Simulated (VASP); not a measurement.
Write the native input for VASP 6.6.1 that does the following.

```
Task                   : single point
Functional             : PBE
Potentials or basis    : VASP PAW PBE potentials, release 64 (Sb, S)
Cutoff                 : 520 eV
k mesh                 : 6 × 6 × 6
Occupations            : gaussian, width 0.1 eV
Spin                   : no spin polarisation
Dipole correction      : no
Further INCAR settings : ALGO = Normal; EDIFF = 1e-07; NBANDS = 12
```

The structure of SbS lies in POSCAR:

```
SbS
1.0
    0.0000000000      2.8938235361      2.8938235361
    2.8938235361      0.0000000000      2.8938235361
    2.8938235361      2.8938235361      0.0000000000
Sb S
1 1
Direct
    0.0000000000      0.0000000000      0.0000000000
    0.5000000000      0.5000000000      0.5000000000
```

The input as run:

INCAR

```
ALGO = Normal
EDIFF = 1E-7
ENCUT = 520
GGA = PE
ISIF = 2
ISMEAR = 0
LASPH = True
LCHARG = False
LREAL = False
LWAVE = False
NBANDS = 12
NELM = 60
PREC = Accurate
SIGMA = 0.1
```

KPOINTS

```
k-points
0
Gamma
  6 6 6
```

Potentials or basis: VASP PAW PBE potentials, release 64 (Sb, S).

Command:

```console
$ cat potpaw_PBE.64/Sb/POTCAR potpaw_PBE.64/S/POTCAR > POTCAR
$ mpirun -np 1 vasp_std > vasp.out
```

It gave:

- Pressure: 0.1 GPa

Run time: 12 s on 1 thread of Intel(R) Xeon(R) Platinum 8375C CPU @ 2.90GHz (Ice Lake), with other jobs on the host, peak memory 0.16 GiB.
